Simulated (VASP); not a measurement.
# BN (F-43m) in VASP: notebook, part 2 of 3

VASP 6.6.1. The steps go on from the part before.

### 3 Single point, PBE

INCAR reads:

```
SYSTEM = BN
ALGO     = Normal         ! electronic algorithm
EDIFF    = 1E-7           ! SCF threshold, eV
ENCUT    = 520            ! plane-wave cutoff, eV
GGA      = PE             ! functional
ISIF     = 2              ! what is computed and relaxed
ISMEAR   = 0              ! smearing method
LASPH    = .True.         ! aspherical terms in the spheres
LCHARG   = .False.        ! write CHGCAR
LREAL    = .False.        ! projectors in reciprocal space
LWAVE    = .False.        ! write WAVECAR
NBANDS   = 11             ! bands
NELM     = 60             ! most SCF steps
PREC     = Accurate       ! precision mode
SIGMA    = 0.022          ! smearing width, eV
```

KPOINTS reads:

```
k-points
0
Gamma
  13 13 13
  0 0 0
```

POSCAR reads:

```
BN
1.0
    0.0000000000      1.8130010000      1.8130010000
    1.8130010000      0.0000000000      1.8130010000
    1.8130010000      1.8130010000      0.0000000000
N B
1 1
Direct
    0.2500000000      0.2500000000      0.2500000000
    0.0000000000      0.0000000000      0.0000000000
```

Potentials or basis: VASP PAW PBE potentials, release 64 (N, B).

Run with:

```console
$ cat potpaw_PBE.64/N/POTCAR potpaw_PBE.64/B/POTCAR > POTCAR
$ mpirun -np 1 vasp_std > vasp.out
```

OUTCAR:

```text
SYSTEM = BN
   EDIFF = 1E-7
   ENCUT = 520
   GGA = PE
   ISIF = 2
   ISMEAR = 0
   LASPH = .True.
   LREAL = .False.
   NELM = 60
   PREC = Accurate

 ion  position               nearest neighbor table
   1  0.250  0.250  0.250-   2 1.57   2 1.57   2 1.57   2 1.57
   2  0.000  0.000  0.000-   1 1.57   1 1.57   1 1.57   1 1.57

  LATTYP: Found a face centered cubic cell.
 ALAT       =     3.6260020000

  Lattice vectors:

 A1 = (   0.0000000000,   1.8130010000,   1.8130010000)
 A2 = (   1.8130010000,   0.0000000000,   1.8130010000)
 A3 = (   1.8130010000,   1.8130010000,   0.0000000000)

Analysis of symmetry for initial positions (statically):
=====================================================================
 Subroutine PRICEL returns:
 Original cell was already a primitive cell.

 Routine SETGRP: Setting up the symmetry group for a
 face centered cubic supercell.

 Subroutine GETGRP returns: Found 24 space group operations
 (whereof 24 operations were pure point group operations)
 out of a pool of 48 trial point group operations.

The static configuration has the point symmetry T_d .

Analysis of symmetry for dynamics (positions and initial velocities):
=====================================================================
 Subroutine PRICEL returns:
 Original cell was already a primitive cell.

 Routine SETGRP: Setting up the symmetry group for a
 face centered cubic supercell.

 Subroutine GETGRP returns: Found 24 space group operations
 (whereof 24 operations were pure point group operations)
 out of a pool of 48 trial point group operations.

The dynamic configuration has the point symmetry T_d .

 Subroutine INISYM returns: Found 24 space group operations
 (whereof 24 operations are pure point group operations),
 and found     1 'primitive' translations

----------------------------------------------------------------------------------------

                                     Primitive cell

  volume of cell :      11.9186

  direct lattice vectors                    reciprocal lattice vectors
     0.000000000  1.813001000  1.813001000    -0.275785838  0.275785838  0.275785838
     1.813001000  0.000000000  1.813001000     0.275785838 -0.275785838  0.275785838
     1.813001000  1.813001000  0.000000000     0.275785838  0.275785838 -0.275785838

  length of vectors
     2.563970603  2.563970603  2.563970603     0.477675083  0.477675083  0.477675083

  position of ions in fractional coordinates (direct lattice)
     0.250000000  0.250000000  0.250000000
     0.000000000  0.000000000  0.000000000

  ion indices of the primitive-cell ions
   primitive index   ion index
                 1           1
                 2           2

----------------------------------------------------------------------------------------

 KPOINTS: k-points

Automatic generation of k-mesh.
 Grid dimensions read from file:
 generate k-points for:   13   13   13

 Generating k-lattice:

  Cartesian coordinates                     Fractional coordinates (reciprocal lattice)
    -0.021214295  0.021214295  0.021214295     0.076923077  0.000000000  0.000000000
     0.021214295 -0.021214295  0.021214295     0.000000000  0.076923077  0.000000000
     0.021214295  0.021214295 -0.021214295     0.000000000  0.000000000  0.076923077

  Length of vectors
     0.036744237  0.036744237  0.036744237

  Shift w.r.t. Gamma in fractional coordinates (k-lattice)
     0.000000000  0.000000000  0.000000000

 Subroutine IBZKPT returns following result:
 ===========================================

 Found     84 irreducible k-points:

 Following reciprocal coordinates:
            Coordinates               Weight
  0.000000  0.000000  0.000000      1.000000
  0.076923  0.000000  0.000000      8.000000
  0.153846  0.000000  0.000000      8.000000
  0.230769  0.000000  0.000000      8.000000
  0.307692  0.000000  0.000000      8.000000
  0.384615  0.000000  0.000000      8.000000
[... 16 lines left out ...]
  0.384615  0.153846  0.000000     24.000000
  0.461538  0.153846  0.000000     24.000000
 [... further k-points ...]
   k-points           NKPTS =     84   k-points in BZ     NKDIM =     84   number of bands    NBANDS=     11
   number of dos      NEDOS =    301   number of ions     NIONS =      2
   total plane-waves  NPLWV =   8000
   dimension x,y,z NGX =    20 NGY =   20 NGZ =   20
   dimension x,y,z NGXF=    40 NGYF=   40 NGZF=   40
   ions per type =               1   1
   NGX,Y,Z   is equivalent  to a cutoff of  12.97, 12.97, 12.97 a.u.
   NGXF,Y,Z  is equivalent  to a cutoff of  25.94, 25.94, 25.94 a.u.
 SYSTEM =  BN
   PREC   = accura    normal or accurate (medium, high low for compatibility)
   ISTART =      0    job   : 0-new  1-cont  2-samecut
   ICHARG =      2    charge: 1-file 2-atom 10-const
   ISPIN  =      1    spin polarized calculation?
   LNONCOLLINEAR =      F non collinear calculations
   LSORBIT =      F    spin-orbit coupling
   LASPH  =      T    aspherical Exc in radial PAW
   ENCUT  =  520.0 eV  38.22 Ry    6.18 a.u.   4.77  4.77  4.77*2*pi/ulx,y,z
   NELM   =     60;   NELMIN=  2; NELMDL= -5     # of ELM steps
   EDIFF  = 0.1E-06   stopping-criterion for ELM
   LREAL  =      F    real-space projection
   EDIFFG = 0.1E-05   stopping-criterion for IOM
   NSW    =      0    number of steps for IOM
   IBRION =     -1    ionic relax: 0-MD 1-quasi-New 2-CG
   NFREE  =      0    steps in history (QN), initial steepest desc. (CG)
   ISIF   =      2    stress and relaxation
   ISYM   =      2    0-nonsym 1-usesym 2-fastsym
   POTIM  = 0.5000    time-step for ionic-motion
   TEBEG  =    0.0;   TEEND  =   0.0 temperature during run
   PSTRESS=    0.0 pullay stress
   NELECT =       8.0000    total number of electrons
   NUPDOWN=      -1.0000    fix difference up-down
   EMIN   =  10.00;   EMAX   =-10.00  energy-range for DOS
   EFERMI =   0.00;   METHOD = LEGACY
   ISMEAR =     0;   SIGMA  =   0.02  broadening in eV -4-tet -1-fermi 0-gaus
   EFERMI_NEDOS =   21; number of points for ismear=-14 and -15
   IALGO  =     38    algorithm
   IMIX   =      4    mixing-type and parameters
     AMIX     =   0.40;   BMIX     =  1.00
     AMIX_MAG =   1.60;   BMIX_MAG =  1.00
  volume/ion in A,a.u.               =       5.96        40.22
  Fermi-wavevector in a.u.,A,eV,Ry     =   1.433387  2.708709 27.954506  2.054598
  Thomas-Fermi vector in A             =   2.552911
   LORBIT       =      0    0 simple, 1 ext, 2 COOP (PROOUT), +10 PAW based schemes
   GGA     = PE    functional components
   LHFCALC =     F    Hartree Fock is set to
   AEXX    =    0.0000 exact exchange contribution
   IVDW    =     0    specifies the selected vdW correction
   LEPSILON=     F    determine dielectric tensor
   LRPA    =     F    only Hartree local field effects (RPA)
 non-spin polarized calculation
 Gauss-broadening in eV      SIGMA  =   0.02
  energy-cutoff  :      520.00
  volume of cell :       11.92
 maximum number of plane-waves:       331
   NGX =  9   NGY =  9   NGZ =  9

 number of electron       7.9999999 magnetization

 Free energy of the ion-electron system (eV)
  ---------------------------------------------------
  ext. energy  EPLUGINS =         0.00000000
  ---------------------------------------------------
  free energy    TOTEN  =       -17.45100118 eV

  energy without entropy =      -17.45100118  energy(sigma->0) =      -17.45100118

 E-fermi :   7.4367     XC(G=0): -12.7771

 val. band max:        7.2910607030   @ k =   0.0000   0.0000   0.0000
 cond. band min:      11.8144398943   @ k =   0.4615   0.4615   0.0000
 fundamental gap:      4.5233791913
 Fermi energy:         7.4366992443

 k-point     1 :       0.0000    0.0000    0.0000
  band No.  band energies     occupation
      1     -12.8363      2.00000
      2       7.2911      2.00000
      3       7.2911      2.00000
      4       7.2911      2.00000
      5      16.0675      0.00000
      6      16.0675      0.00000
      7      16.0675      0.00000
      8      17.4925      0.00000
      9      31.8724      0.00000
     10      34.9486      0.00000
     11      34.9486      0.00000
[... 309 lines left out ...]
 k-point    24 :       0.4615    0.1538    0.0000
  band No.  band energies     occupation
      1      -8.8968      2.00000
      2      -1.9087      2.00000
      3       4.0503      2.00000
      4       4.4882      2.00000
      5      16.1426      0.00000
      6      19.3091      0.00000
      7      19.7406      0.00000
      8      21.8686      0.00000
      9      28.0487      0.00000
     10      33.3601      0.00000
     11      35.2046      0.00000

 [... further k-points ...]

------------------------ aborting loop because EDIFF is reached ----------------------------------------

  FORCE on cell =-STRESS in cart. coord.  units (eV):
  Direction    XX          YY          ZZ          XY          YZ          ZX
  --------------------------------------------------------------------------------------
  -------------------------------------------------------------------------------------
  Total       -0.0124025     -0.0124025     -0.0124025     -0.0000000     -0.0000000     -0.0000000
  in kB       -1.6672312     -1.6672312     -1.6672312     -0.0000000     -0.0000000     -0.0000000
  external PRESSURE =      -1.6672312 kB  Pullay stress =       0.0000000 kB

 VOLUME and BASIS-vectors are now :
 -----------------------------------------------------------------------------
  energy-cutoff  :      520.00
  volume of cell :       11.92
      direct lattice vectors                 reciprocal lattice vectors
     0.000000000  1.813001000  1.813001000    -0.275785838  0.275785838  0.275785838
     1.813001000  0.000000000  1.813001000     0.275785838 -0.275785838  0.275785838
     1.813001000  1.813001000  0.000000000     0.275785838  0.275785838 -0.275785838

 POSITION                                       TOTAL-FORCE (eV/Angst)
 -----------------------------------------------------------------------------------
      0.90650      0.90650      0.90650         0.000000      0.000000      0.000000
      0.00000      0.00000      0.00000        -0.000000     -0.000000     -0.000000
 -----------------------------------------------------------------------------------
    total drift:                                0.000000      0.000000      0.000000

  FREE ENERGIE OF THE ION-ELECTRON SYSTEM (eV)
  ---------------------------------------------------
  free  energy   TOTEN  =       -17.4510011778 eV

  energy  without entropy=      -17.4510011778  energy(sigma->0) =      -17.45100118
```

Wall time 19 s (1 thread of AMD EPYC 7R13, shared host); peak memory 0.09 GiB.

Results:

```yaml
Free_energy: -17.4510 eV
Pressure: -0.2 GPa
Band_gap_on_the_k_mesh: 4.52 eV, indirect (least direct gap 8.78 eV)
```

[end of part 2 of 3]
